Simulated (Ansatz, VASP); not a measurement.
## Two plane-wave programs on BiAs

```
CELL_PARAMETERS angstrom
1.99010 1.14898 3.27887
-1.99010 1.14898 3.27887
0.00000 -2.29797 3.27887
ATOMIC_POSITIONS crystal
Bi 0.50000 0.50000 0.50000
As 0.00000 0.00000 0.00000
```

Alike in both runs: task single point; functional PBE; k mesh 6 × 6 × 6; occupations gaussian, width 0.1 eV; no spin polarisation.

|  | VASP | Ansatz |
| --- | --- | --- |
| version | VASP 6.6.1 | Ansatz 0.2.0 |
| potentials or method | VASP PAW PBE potentials, release 64 (Bi_d, As), cutoff 520 eV | scalar-relativistic, plane waves, PAW |
| valence electrons in the cell | 20 | 30 |

VASP gave:

* gap on the k mesh at the Fermi level (eV): none
* pressure (GPa): 19.3
* traceless stress, the component that is largest in VASP (GPa): -0.28

Q: Which values does Ansatz return?

A: gap on the k mesh at the Fermi level (eV): none; pressure (GPa): 19.1; traceless stress, the component that is largest in VASP (GPa): -0.28.

A gap of «none» marks a metal or a gap that the smearing closes. The functional is the same, so the differences come from potentials, cutoffs and numerics. VASP's potentials hold 20 valence electrons a cell and Ansatz's 30, so a difference there can come from the potentials and not from the codes.

Neither program's run includes spin-orbit coupling.
